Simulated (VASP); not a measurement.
# Ni2P2O (I4/mmm) in VASP: density of states with LDA

Aim: the density of states of Ni2P2O with LDA.

Program: VASP 6.6.1. These are calculated values, not measurements. Logs are shortened: lines on timing, memory, paths and dates and some standing lists are left out, and cuts for length are marked.

## Step 1: The cell of the first run

It takes space group I4/mmm (No. 139, tetragonal). The conventional cell has a = 3.468 Å, b = 3.468 Å, c = 11.220 Å, α = 90.00°, β = 90.00°, γ = 90.00°. Within 3.9 Å of O (site symmetry 4/mmm) lie 8 P at 2.93 Å and 8 Ni at 3.30 Å and 4 O at 3.47 Å. Within 2.8 Å of P (site symmetry 4mm) lie 4 Ni at 2.11 Å. Ni (site symmetry -4m2) has 4 P at 2.11 Å and 4 Ni at 2.45 Å within 2.8 Å.

## Step 2: Density of states, LDA, non-collinear spin, typed start, spin-orbit coupling

Input file POSCAR:

```
Ni2P2O
1.0
    0.0000000000      3.4679002600      0.0000000000
    3.4679002600      0.0000000000      0.0000000000
    1.7339501300      1.7339501300     -5.6098890000
O P Ni
1 2 2
Direct
    0.0000000000      0.0000000000      0.0000000000
    0.3570000000      0.3570000000      0.2860000000
    0.6430000000      0.6430000000      0.7140000000
    0.7500000000      0.2500000000      0.5000000000
    0.2500000000      0.7500000000      0.5000000000
```

Input file INCAR.step1:

```
SYSTEM = Ni2P2O
ALGO = Normal
EDIFF = 1E-7
ENCUT = 520
GGA = CA
GGA_COMPAT = .False.
ISIF = 2
ISMEAR = 0
LASPH = .True.
LCHARG = .True.
LMAXMIX = 4
LORBMOM = .True.
LREAL = .False.
LSORBIT = .True.
LWAVE = .False.
MAGMOM = 0 0 0 0 0 0 0 0 0 0.566 0.566 -1.833 0.566 0.566 -1.833
NBANDS = 51
NELM = 150
PREC = Accurate
SIGMA = 0.1546
```

Input file KPOINTS.step1:

```
k-points
0
Gamma
  5 5 5
  0 0 0
```

Input file INCAR.step2:

```
SYSTEM = Ni2P2O
ALGO = Normal
EDIFF = 1E-7
ENCUT = 520
GGA = CA
GGA_COMPAT = .False.
ICHARG = 11
ISIF = 2
ISMEAR = -5
LASPH = .True.
LCHARG = .False.
LMAXMIX = 4
LORBIT = 11
LORBMOM = .True.
LREAL = .False.
LSORBIT = .True.
LWAVE = .False.
MAGMOM = 0 0 0 0 0 0 0 0 0 0.566 0.566 -1.833 0.566 0.566 -1.833
NEDOS = 1001
NELM = 150
PREC = Accurate
SIGMA = 0.1546
```

Input file KPOINTS.step2:

```
k-points
0
Gamma
  8 8 8
  0 0 0
```

Potentials or basis: VASP PAW LDA potentials, release 64 (O, P, Ni).

Launch:

```
$ cat potpaw_LDA.64/O/POTCAR potpaw_LDA.64/P/POTCAR potpaw_LDA.64/Ni/POTCAR > POTCAR
$ cp INCAR.step1 INCAR
$ cp KPOINTS.step1 KPOINTS
$ mpirun -np 1 vasp_ncl > vasp.out
$ cp INCAR.step2 INCAR
$ cp KPOINTS.step2 KPOINTS
$ mpirun -np 1 vasp_ncl > vasp.out
```

OUTCAR:

```text
SYSTEM = Ni2P2O
   EDIFF = 1E-7
   ENCUT = 520
   GGA = CA
   ICHARG = 11
   ISIF = 2
   ISMEAR = -5
   LASPH = .True.
   LORBIT = 11
   LREAL = .False.
   LSORBIT = .True.
   NELM = 150
   PREC = Accurate

 ion  position               nearest neighbor table
   1  0.000  0.000  0.000-
   2  0.357  0.357  0.286-   4 2.11   5 2.11   5 2.11   4 2.11
   3  0.643  0.643  0.714-   4 2.11   5 2.11   5 2.11   4 2.11
   4  0.750  0.250  0.500-   2 2.11   3 2.11   2 2.11   3 2.11   5 2.45   5 2.45   5 2.45   5 2.45

   5  0.250  0.750  0.500-   2 2.11   3 2.11   2 2.11   3 2.11   4 2.45   4 2.45   4 2.45   4 2.45

  LATTYP: Found a body centered tetragonal cell.
 ALAT       =     3.4679002600
 C/A-ratio  =     3.2353231520

  Lattice vectors:

 A1 = (  -1.7339501300,   1.7339501300,   5.6098890000)
 A2 = (   1.7339501300,  -1.7339501300,   5.6098890000)
 A3 = (   1.7339501300,   1.7339501300,  -5.6098890000)

Analysis of symmetry for initial positions (statically):
=====================================================================
 Subroutine PRICEL returns:
 Original cell was already a primitive cell.

 Routine SETGRP: Setting up the symmetry group for a
 body centered tetragonal supercell.

 Subroutine GETGRP returns: Found 16 space group operations
 (whereof 16 operations were pure point group operations)
 out of a pool of 16 trial point group operations.

The static configuration has the point symmetry D_4h.

Analysis of symmetry for dynamics (positions and initial velocities):
=====================================================================
 Subroutine PRICEL returns:
 Original cell was already a primitive cell.

 Routine SETGRP: Setting up the symmetry group for a
 body centered tetragonal supercell.

 Subroutine GETGRP returns: Found 16 space group operations
 (whereof 16 operations were pure point group operations)
 out of a pool of 16 trial point group operations.

The dynamic configuration has the point symmetry D_4h.

Analysis of structural, dynamic, and magnetic symmetry:
=====================================================================
 Subroutine PRICEL returns:
 Original cell was already a primitive cell.

 Routine SETGRP: Setting up the symmetry group for a
 body centered tetragonal supercell.

 Subroutine GETGRP returns: Found  2 space group operations
 (whereof  2 operations were pure point group operations)
 out of a pool of 16 trial point group operations.

The overall configuration has the point symmetry S_2 .

 Subroutine INISYM returns: Found  2 space group operations
 (whereof  2 operations are pure point group operations),
 and found     1 'primitive' translations

----------------------------------------------------------------------------------------

                                     Primitive cell

  volume of cell :      67.4664

  direct lattice vectors                    reciprocal lattice vectors
     0.000000000  3.467900260  0.000000000     0.000000000  0.288358928  0.089128323
     3.467900260  0.000000000  0.000000000     0.288358928  0.000000000  0.089128323
     1.733950130  1.733950130 -5.609889000     0.000000000  0.000000000 -0.178256646

  length of vectors
     3.467900260  3.467900260  6.122419513     0.301819034  0.301819034  0.178256646

  position of ions in fractional coordinates (direct lattice)
     0.000000000  0.000000000  0.000000000
     0.357000000  0.357000000  0.286000000
     0.643000000  0.643000000  0.714000000
     0.750000000  0.250000000  0.500000000
     0.250000000  0.750000000  0.500000000

  ion indices of the primitive-cell ions
   primitive index   ion index
                 1           1
                 2           2
                 3           3
                 4           4
                 5           5

[... 112 lines left out ...]
 Free energy of the ion-electron system (eV)
  ---------------------------------------------------
  ext. energy  EPLUGINS =         0.00000000
  ---------------------------------------------------
  free energy    TOTEN  =       -29.38070271 eV

  energy without entropy =      -29.38070271  energy(sigma->0) =      -29.38070271

 E-fermi :   5.9478     XC(G=0): -11.4004

 val. band max:        6.1191107862   @ k =   0.0000   0.0000   0.5000
 cond. band min:       5.7829212571   @ k =  -0.3750   0.5000  -0.1250
 fundamental gap:     -0.3361895291
 Fermi energy:         5.9477544258

 k-point     1 :       0.0000    0.0000    0.0000
  band No.  band energies     occupation
      1      -9.5674      1.00000
      2      -9.5674      1.00000
      3      -6.9811      1.00000
      4      -6.9811      1.00000
      5      -4.8501      1.00000
      6      -4.8501      1.00000
[... 1213 lines left out ...]
     47      14.0989      0.00000
     48      14.1048      0.00000

 [... further k-points ...]
[... 5 lines left out ...]
  --------------------------------------------------------------------------------------
  -------------------------------------------------------------------------------------
  Total        2.4447508      2.4418865      0.7321420      0.0168584      0.0007413     -0.0100715
  in kB       58.0574182     57.9893973     17.3867522      0.4003488      0.0176053     -0.2391768
  external PRESSURE =      44.4778559 kB  Pullay stress =       0.0000000 kB

 VOLUME and BASIS-vectors are now :
 -----------------------------------------------------------------------------
  energy-cutoff  :      520.00
  volume of cell :       67.47
      direct lattice vectors                 reciprocal lattice vectors
     0.000000000  3.467900260  0.000000000     0.000000000  0.288358928  0.089128323
     3.467900260  0.000000000  0.000000000     0.288358928  0.000000000  0.089128323
     1.733950130  1.733950130 -5.609889000     0.000000000  0.000000000 -0.178256646

 POSITION                                       TOTAL-FORCE (eV/Angst)
 -----------------------------------------------------------------------------------
      0.00000      0.00000      0.00000        -0.000000      0.000000      0.000000
      1.73395      1.73395     -1.60443        -0.003643      0.001303      3.301399
      3.46790      3.46790     -4.00546         0.003643     -0.001303     -3.301399
      1.73395      3.46790     -2.80494         0.001256     -0.001004      0.000666
      3.46790      1.73395     -2.80494        -0.001256      0.001004     -0.000666
 -----------------------------------------------------------------------------------
    total drift:                                0.000000      0.000000      0.000000

  FREE ENERGIE OF THE ION-ELECTRON SYSTEM (eV)
  ---------------------------------------------------
  free  energy   TOTEN  =       -29.3807027083 eV

  energy  without entropy=      -29.3807027083  energy(sigma->0) =      -29.38070271

 orbital moment (x)

 # of ion     p       d       tot
 ----------------------------------------
  1         0.000   0.000   0.000
  2        -0.000   0.000  -0.000
  3        -0.000   0.000  -0.000
  4        -0.000   0.000   0.000
  5        -0.000   0.000   0.000
 ----------------------------------------
            0.000   0.000   0.000

 orbital moment (y)

 # of ion     p       d       tot
 ----------------------------------------
  1         0.000   0.000   0.000
  2        -0.000   0.000  -0.000
  3        -0.000   0.000  -0.000
  4         0.000   0.000   0.000
  5         0.000   0.000   0.000
 ----------------------------------------
            0.000   0.000   0.000

 orbital moment (z)

 # of ion     p       d       tot
 ----------------------------------------
  1        -0.000   0.000  -0.000
  2         0.000   0.000   0.000
  3         0.000   0.000   0.000
  4        -0.000  -0.000  -0.000
  5        -0.000  -0.000  -0.000
 ----------------------------------------
           -0.000  -0.000  -0.000

 Spin-Orbit-Coupling matrix elements

 Ion:    1  E_soc:     -0.0008576
 l=   1
     0.0000000    -0.0001647    -0.0000989
    -0.0001647     0.0000000    -0.0001652
    -0.0000989    -0.0001652     0.0000000
 l=   2
     0.0000000     0.0000000     0.0000000     0.0000000     0.0000000
     0.0000000     0.0000000     0.0000000     0.0000000     0.0000000
     0.0000000     0.0000000     0.0000000     0.0000000     0.0000000
     0.0000000     0.0000000     0.0000000     0.0000000     0.0000000
     0.0000000     0.0000000     0.0000000     0.0000000     0.0000000
 l=   3
     0.0000000     0.0000000     0.0000000     0.0000000     0.0000000     0.0000000     0.0000000
     0.0000000     0.0000000     0.0000000     0.0000000     0.0000000     0.0000000     0.0000000
     0.0000000     0.0000000     0.0000000     0.0000000     0.0000000     0.0000000     0.0000000
     0.0000000     0.0000000     0.0000000     0.0000000     0.0000000     0.0000000     0.0000000
[... 69 lines left out ...]
 l=   2
     0.0000000    -0.0004602     0.0000000    -0.0004600    -0.0018396
    -0.0004602     0.0000000    -0.0011176    -0.0003480    -0.0003164
     0.0000000    -0.0011176     0.0000000    -0.0011165     0.0000000
    -0.0004600    -0.0003480    -0.0011165     0.0000000    -0.0003162
    -0.0018396    -0.0003164     0.0000000    -0.0003162     0.0000000
 l=   3
     0.0000000     0.0000000     0.0000000     0.0000000     0.0000000     0.0000000     0.0000000
     0.0000000     0.0000000     0.0000000     0.0000000     0.0000000     0.0000000     0.0000000
     0.0000000     0.0000000     0.0000000     0.0000000     0.0000000     0.0000000     0.0000000
     0.0000000     0.0000000     0.0000000     0.0000000     0.0000000     0.0000000     0.0000000
     0.0000000     0.0000000     0.0000000     0.0000000     0.0000000     0.0000000     0.0000000
     0.0000000     0.0000000     0.0000000     0.0000000     0.0000000     0.0000000     0.0000000
     0.0000000     0.0000000     0.0000000     0.0000000     0.0000000     0.0000000     0.0000000

 total charge

# of ion       s       p       d       tot
------------------------------------------
    1        1.595   3.062   0.000   4.656
    2        1.117   1.334   0.000   2.451
    3        1.117   1.334   0.000   2.451
    4        0.604   0.740   8.550   9.894
    5        0.604   0.740   8.550   9.894
--------------------------------------------------
tot          5.037   7.209  17.100  29.346

 magnetization (x)

# of ion       s       p       d       tot
------------------------------------------
    1        0.000   0.000   0.000   0.000
    2        0.000   0.000   0.000   0.000
    3        0.000   0.000   0.000   0.000
    4        0.000   0.000   0.000   0.000
    5        0.000   0.000   0.000   0.000
--------------------------------------------------
tot          0.000   0.000   0.000   0.000

 magnetization (y)

# of ion       s       p       d       tot
------------------------------------------
    1        0.000   0.000   0.000   0.000
    2        0.000   0.000   0.000   0.000
    3        0.000   0.000   0.000   0.000
    4        0.000   0.000   0.000   0.000
    5        0.000   0.000   0.000   0.000
--------------------------------------------------
tot          0.000   0.000   0.000   0.000

 magnetization (z)

# of ion       s       p       d       tot
------------------------------------------
    1        0.000   0.000   0.000   0.000
    2        0.000   0.000   0.000   0.000
    3        0.000   0.000   0.000   0.000
    4        0.000   0.000  -0.000  -0.000
    5        0.000   0.000  -0.000  -0.000
--------------------------------------------------
tot          0.000   0.000  -0.000   0.000
```

Wall time 43 min (1 thread of AMD EPYC 7R43 (Zen 3), shared host); peak memory 1 GiB.

What came out:

```yaml
Net_moment: 0.00 μB per cell
Valence_electrons_inside_the_program's_atomic_spheres: O 4.66; P 2.45; Ni 9.89
```

Moments on the atoms (μB; x, y, z):
```
O   0.00 0.00 0.00
P   0.00 0.00 0.00
P   0.00 0.00 0.00
Ni  0.00 0.00 0.00
Ni  0.00 0.00 0.00
```

Caveat: the k points lie up to 0.38 Å⁻¹ apart; the starting moments collapsed, and a magnetic state may lie lower.
